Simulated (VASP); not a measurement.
# BaTiO3 (P4/mmm) in VASP: a series of runs, part 2 of 2

VASP 6.6.1.

### Step 5. Single point, r2SCAN (strain +0.0600 x Voigt [0, 0, 1, 0, 0, 0])

POSCAR

```
BaTiO3
1.0
    3.9940382582      0.0000000000      0.0000000000
    0.0000000000      3.9940382582      0.0000000000
    0.0000000000      0.0000000000      4.2336805537
Ba Ti O
1 1 3
Direct
    0.5000000000      0.5000000000      0.5000000000
    0.0000000000      0.0000000000      0.0000000000
    0.5000000000      0.0000000000      0.0000000000
    0.0000000000      0.5000000000      0.0000000000
    0.0000000000      0.0000000000      0.5000000000
```

INCAR.step1

```
SYSTEM = BaTiO3
ALGO = Normal ; EDIFF = 1E-4
ENCUT = 520 ; GGA = PE
ISMEAR = 0 ; LASPH = .TRUE.
LCHARG = .FALSE. ; LREAL = .FALSE.
LWAVE = .TRUE. ; NBANDS = 28
NELM = 80 ; PREC = Accurate
SIGMA = 0.05
```

INCAR.step2

```
SYSTEM = BaTiO3
ALGO = Normal ; EDIFF = 1E-6
ENCUT = 520 ; ISIF = 2
ISMEAR = 0 ; ISTART = 1
LASPH = .TRUE. ; LCHARG = .TRUE.
LELF = .TRUE. ; LMIXTAU = .TRUE.
LREAL = .FALSE. ; LVHAR = .TRUE.
LWAVE = .FALSE. ; METAGGA = R2SCAN
NBANDS = 28 ; NELM = 80
PREC = Accurate ; SIGMA = 0.05
```

KPOINTS

```
k-points
0
G
  8 8 8
  0 0 0
```

Potentials or basis: VASP PAW PBE potentials, release 64 (Ba_sv, Ti_sv, O).

Launch:

```bash
$ cat potpaw_PBE.64/Ba_sv/POTCAR potpaw_PBE.64/Ti_sv/POTCAR potpaw_PBE.64/O/POTCAR > POTCAR
$ cp INCAR.step1 INCAR
$ mpirun -np 1 vasp_std > vasp.out
$ cp INCAR.step2 INCAR
$ mpirun -np 1 vasp_std > vasp.out
```

OUTCAR:

```text
SYSTEM = BaTiO3
   EDIFF = 1E-6
   ENCUT = 520
   ISIF = 2
   ISMEAR = 0
   ISTART = 1
   LASPH = .TRUE.
   LREAL = .FALSE.
   METAGGA = R2SCAN
   NELM = 80
   PREC = Accurate

 ion  position               nearest neighbor table
   1  0.500  0.500  0.500-   5 2.82   5 2.82   5 2.82   5 2.82   4 2.91   3 2.91   4 2.91   3 2.91
                             4 2.91   3 2.91   4 2.91   3 2.91   2 3.53   2 3.53   2 3.53   2 3.53
   2  0.000  0.000  0.000-   3 2.00   4 2.00   4 2.00   3 2.00   5 2.12   5 2.12   1 3.53   1 3.53
                             1 3.53   1 3.53   1 3.53   1 3.53   1 3.53   1 3.53
   3  0.500  0.000  0.000-   2 2.00   2 2.00   1 2.91   1 2.91   1 2.91   1 2.91
   4  0.000  0.500  0.000-   2 2.00   2 2.00   1 2.91   1 2.91   1 2.91   1 2.91
   5  0.000  0.000  0.500-   2 2.12   2 2.12   1 2.82   1 2.82   1 2.82   1 2.82

  LATTYP: Found a simple tetragonal cell.
 ALAT       =     3.9940382582
 C/A-ratio  =     1.0600000000

  Lattice vectors:

 A1 = (   3.9940382582,   0.0000000000,   0.0000000000)
 A2 = (   0.0000000000,   3.9940382582,   0.0000000000)
 A3 = (   0.0000000000,   0.0000000000,   4.2336805537)

Analysis of symmetry for initial positions (statically):
=====================================================================
 Subroutine PRICEL returns:
 Original cell was already a primitive cell.

 Routine SETGRP: Setting up the symmetry group for a
 simple tetragonal supercell.

 Subroutine GETGRP returns: Found 16 space group operations
 (whereof 16 operations were pure point group operations)
 out of a pool of 16 trial point group operations.

The static configuration has the point symmetry D_4h.

Analysis of symmetry for dynamics (positions and initial velocities):
=====================================================================
 Subroutine PRICEL returns:
 Original cell was already a primitive cell.

 Routine SETGRP: Setting up the symmetry group for a
 simple tetragonal supercell.

 Subroutine GETGRP returns: Found 16 space group operations
 (whereof 16 operations were pure point group operations)
 out of a pool of 16 trial point group operations.

The dynamic configuration has the point symmetry D_4h.

 Subroutine INISYM returns: Found 16 space group operations
 (whereof 16 operations are pure point group operations),
 and found     1 'primitive' translations

----------------------------------------------------------------------------------------

                                     Primitive cell

  volume of cell :      67.5371

  direct lattice vectors                    reciprocal lattice vectors
     3.994038258  0.000000000  0.000000000     0.250373165  0.000000000  0.000000000
     0.000000000  3.994038258  0.000000000     0.000000000  0.250373165  0.000000000
     0.000000000  0.000000000  4.233680554     0.000000000  0.000000000  0.236201099

  length of vectors
     3.994038258  3.994038258  4.233680554     0.250373165  0.250373165  0.236201099

  position of ions in fractional coordinates (direct lattice)
     0.500000000  0.500000000  0.500000000
     0.000000000  0.000000000  0.000000000
     0.500000000  0.000000000  0.000000000
     0.000000000  0.500000000  0.000000000
     0.000000000  0.000000000  0.500000000
[... 34 lines left out ...]

 Following reciprocal coordinates:
            Coordinates               Weight
  0.000000  0.000000  0.000000      1.000000
  0.125000  0.000000  0.000000      4.000000
  0.250000  0.000000  0.000000      4.000000
  0.375000  0.000000  0.000000      4.000000
  0.500000  0.000000  0.000000      2.000000
  0.125000  0.125000  0.000000      4.000000
[... 16 lines left out ...]
  0.375000  0.125000  0.125000     16.000000
  0.500000  0.125000  0.125000      8.000000
 [... further k-points ...]
   k-points           NKPTS =     75   k-points in BZ     NKDIM =     75   number of bands    NBANDS=     28
   number of dos      NEDOS =    301   number of ions     NIONS =      5
   total plane-waves  NPLWV =  28800
   dimension x,y,z NGX =    30 NGY =   30 NGZ =   32
   dimension x,y,z NGXF=    60 NGYF=   60 NGZF=   64
   ions per type =               1   1   3
   NGX,Y,Z   is equivalent  to a cutoff of  12.49, 12.49, 12.57 a.u.
   NGXF,Y,Z  is equivalent  to a cutoff of  24.97, 24.97, 25.13 a.u.
 SYSTEM =  BaTiO3
   PREC   = accura    normal or accurate (medium, high low for compatibility)
   ISTART =      1    job   : 0-new  1-cont  2-samecut
   ICHARG =      0    charge: 1-file 2-atom 10-const
   ISPIN  =      1    spin polarized calculation?
   LNONCOLLINEAR =      F non collinear calculations
   LSORBIT =      F    spin-orbit coupling
   LASPH  =      T    aspherical Exc in radial PAW
   ENCUT  =  520.0 eV  38.22 Ry    6.18 a.u.   7.43  7.43  7.87*2*pi/ulx,y,z
   NELM   =     80;   NELMIN=  2; NELMDL=  0     # of ELM steps
   EDIFF  = 0.1E-05   stopping-criterion for ELM
   LREAL  =      F    real-space projection
   EDIFFG = 0.1E-04   stopping-criterion for IOM
   NSW    =      0    number of steps for IOM
   IBRION =     -1    ionic relax: 0-MD 1-quasi-New 2-CG
   NFREE  =      0    steps in history (QN), initial steepest desc. (CG)
   ISIF   =      2    stress and relaxation
   ISYM   =      2    0-nonsym 1-usesym 2-fastsym
   POTIM  = 0.5000    time-step for ionic-motion
   TEBEG  =    0.0;   TEEND  =   0.0 temperature during run
   PSTRESS=    0.0 pullay stress
   NELECT =      40.0000    total number of electrons
   NUPDOWN=      -1.0000    fix difference up-down
   EMIN   =  10.00;   EMAX   =-10.00  energy-range for DOS
   EFERMI =   0.00;   METHOD = LEGACY
   ISMEAR =     0;   SIGMA  =   0.05  broadening in eV -4-tet -1-fermi 0-gaus
   EFERMI_NEDOS =   21; number of points for ismear=-14 and -15
   IALGO  =     38    algorithm
   IMIX   =      4    mixing-type and parameters
     AMIX     =   0.40;   BMIX     =  1.00
     AMIX_MAG =   1.60;   BMIX_MAG =  1.00
  volume/ion in A,a.u.               =      13.51        91.15
  Fermi-wavevector in a.u.,A,eV,Ry     =   1.374825  2.598042 25.716955  1.890143
  Thomas-Fermi vector in A             =   2.500216
   LORBIT       =      0    0 simple, 1 ext, 2 COOP (PROOUT), +10 PAW based schemes
   METAGGA = R2SCAN    functional components
   LHFCALC =     F    Hartree Fock is set to
   AEXX    =    0.0000 exact exchange contribution
   IVDW    =     0    specifies the selected vdW correction
   LEPSILON=     F    determine dielectric tensor
   LRPA    =     F    only Hartree local field effects (RPA)
 non-spin polarized calculation
 Gauss-broadening in eV      SIGMA  =   0.05
  energy-cutoff  :      520.00
  volume of cell :       67.54
 maximum number of plane-waves:      1856
 NGX is ok and might be reduce to    30
   NGX = 15   NGY = 15   NGZ = 15

 number of electron      39.9999977 magnetization

 Free energy of the ion-electron system (eV)
  ---------------------------------------------------
  ext. energy  EPLUGINS =         0.00000000
  ---------------------------------------------------
  free energy    TOTEN  =       -74.09023454 eV

  energy without entropy =      -74.09023454  energy(sigma->0) =      -74.09023454

 E-fermi :   3.5321     XC(G=0): -11.6244

 val. band max:        3.2119898413   @ k =   0.5000   0.5000   0.5000
 cond. band min:       5.1251350048   @ k =   0.0000   0.0000   0.0000
 fundamental gap:      1.9131451636
 Fermi energy:         3.5321026188

 k-point     1 :       0.0000    0.0000    0.0000
  band No.  band energies     occupation
      1     -55.9671      2.00000
      2     -31.1025      2.00000
      3     -31.1025      2.00000
      4     -31.0960      2.00000
      5     -22.4627      2.00000
      6     -14.6891      2.00000
[... 733 lines left out ...]
     27      11.5240      0.00000
     28      12.2565      0.00000

 [... further k-points ...]

------------------------ aborting loop because EDIFF is reached ----------------------------------------

  FORCE on cell =-STRESS in cart. coord.  units (eV):
  Direction    XX          YY          ZZ          XY          YZ          ZX
  --------------------------------------------------------------------------------------
  -------------------------------------------------------------------------------------
  Total       -1.7157648     -1.7157648     -5.3187121      0.0000000      0.0000000      0.0000000
  in kB      -40.7029434    -40.7029434   -126.1753564      0.0000000      0.0000000      0.0000000
  external PRESSURE =     -69.1937478 kB  Pullay stress =       0.0000000 kB

 VOLUME and BASIS-vectors are now :
 -----------------------------------------------------------------------------
  energy-cutoff  :      520.00
  volume of cell :       67.54
      direct lattice vectors                 reciprocal lattice vectors
     3.994038258  0.000000000  0.000000000     0.250373165  0.000000000  0.000000000
     0.000000000  3.994038258  0.000000000     0.000000000  0.250373165  0.000000000
     0.000000000  0.000000000  4.233680554     0.000000000  0.000000000  0.236201099

 POSITION                                       TOTAL-FORCE (eV/Angst)
 -----------------------------------------------------------------------------------
      1.99702      1.99702      2.11684         0.000000      0.000000      0.000000
      0.00000      0.00000      0.00000         0.000000      0.000000      0.000000
      1.99702      0.00000      0.00000         0.000000      0.000000      0.000000
      0.00000      1.99702      0.00000         0.000000      0.000000      0.000000
      0.00000      0.00000      2.11684         0.000000      0.000000      0.000000
 -----------------------------------------------------------------------------------
    total drift:                                0.000000     -0.000000      0.000000

  FREE ENERGIE OF THE ION-ELECTRON SYSTEM (eV)
  ---------------------------------------------------
  free  energy   TOTEN  =       -74.0902345442 eV

  energy  without entropy=      -74.0902345442  energy(sigma->0) =      -74.09023454
```

Wall time 3.8 min (1 thread of Intel Xeon 6975P-C (Granite Rapids), shared host); peak memory 0.28 GiB.

What came out:

```yaml
Free_energy: -74.0902 eV
Pressure: -6.9 GPa
Band_gap_on_the_k_mesh: 1.91 eV (least direct gap 2.16 eV)
```

Stress tensor (GPa, compression positive):
```
 -4.07   0.00   0.00
  0.00  -4.07   0.00
  0.00   0.00 -12.62
```

Caveat: the cell differs from its parent crystal (strain +0.0600 x Voigt [0, 0, 1, 0, 0, 0]); the stress differs along the axes, from -13 to -4 GPa; the PAW data sets were made with another functional, which shifts forces and pressure a little; spin-orbit coupling is left out, which moves the levels of the heavy elements. A k mesh can miss the band edges.

### Step 6. Overview

| cell | gap on the mesh (eV) | pressure (GPa) |
| --- | --- | --- |
| a = 3.994, b = 3.994, c = 4.114 Å, 5 atoms | 2.03 | -3.0 |
| a = 3.994, b = 3.994, c = 4.174 Å, 5 atoms | 1.97 | -5.1 |
| a = 3.994, b = 3.994, c = 4.204 Å, 5 atoms | 1.94 | -6.0 |
| a = 3.994, b = 3.994, c = 4.234 Å, 5 atoms | 1.91 | -6.9 |

Alike in all rows: task single point; level r2SCAN; potentials or basis VASP PAW PBE potentials, release 64 (Ba_sv, Ti_sv, O); no spin polarisation; k mesh 8 × 8 × 8; cutoff (eV) 520; smearing gaussian 0.05 eV.

Caveats: the PAW data sets were made with another functional, which shifts forces and pressure a little; spin-orbit coupling is left out, which moves the levels of the heavy elements; the stress differs along the axes, from -6 to -1 GPa (at least some runs); the stress differs along the axes, from -10 to -3 GPa (at least some runs); the stress differs along the axes, from -11 to -3 GPa (at least some runs); the stress differs along the axes, from -13 to -4 GPa (at least some runs).

Absolute energies hang on the potentials; compare differences alone.
